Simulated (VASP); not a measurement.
Input of a VASP 6.6.1 run:

File POSCAR:

```
Au
1.0
    0.0000000000      1.9841350000      2.1068650000
    1.9841350000      0.0000000000      2.1068650000
    1.9841350000      1.9841350000      0.0000000000
Au
1
Direct
    0.0000000000      0.0000000000      0.0000000000
```

File INCAR.step1:

```
SYSTEM = Au
PREC     = Accurate       ! precision mode
ENCUT    = 520            ! plane-wave cutoff, eV
ISMEAR   = 0              ! smearing method
SIGMA    = 0.15           ! smearing width, eV
LREAL    = .False.        ! projectors in reciprocal space
LASPH    = .True.         ! aspherical terms in the spheres
NELM     = 80             ! most SCF steps
NBANDS   = 12             ! bands
GGA      = PE             ! functional
ALGO     = Normal         ! electronic algorithm
EDIFF    = 1E-4           ! SCF threshold, eV
LWAVE    = .True.         ! write WAVECAR
LCHARG   = .False.        ! write CHGCAR
```

File INCAR.step2:

```
SYSTEM = Au
PREC     = Accurate       ! precision mode
ENCUT    = 520            ! plane-wave cutoff, eV
EDIFF    = 1E-6           ! SCF threshold, eV
ISMEAR   = 0              ! smearing method
SIGMA    = 0.15           ! smearing width, eV
LREAL    = .False.        ! projectors in reciprocal space
LASPH    = .True.         ! aspherical terms in the spheres
NELM     = 80             ! most SCF steps
ALGO     = Normal         ! electronic algorithm
ISIF     = 2              ! what is computed and relaxed
LWAVE    = .False.        ! write WAVECAR
LCHARG   = .False.        ! write CHGCAR
METAGGA  = R2SCAN         ! meta-GGA
LMIXTAU  = .True.       
NBANDS   = 12             ! bands
ISTART   = 1
```

Contents of KPOINTS:

```
Automatic mesh
0
Gamma
  20 20 20
  0 0 0
```

Potentials or basis: VASP PAW PBE potentials, release 64 (Au).

Run with:

```sh
$ cat potpaw_PBE.64/Au/POTCAR > POTCAR
$ cp INCAR.step1 INCAR
$ mpirun -np 1 vasp_std > vasp.out
$ cp INCAR.step2 INCAR
$ mpirun -np 1 vasp_std > vasp.out
```

Question: What does it give for the pressure?

Answer: 10.8 GPa.

Question: Predict the band gap on the k mesh.

Answer: Zero (an odd number of electrons rules out a gap without spin polarisation).

Stress tensor (GPa, compression positive):
```
11.65  0.00  0.00
 0.00 11.65  0.00
 0.00  0.00  8.99
```

Caveat: the cell differs from its parent crystal (strain -0.030 along x and y, +0.030 along z); the cell stands under pressure; the PAW data sets were made with another functional, which shifts forces and pressure a little; spin-orbit coupling is left out, which moves the levels of the heavy elements.
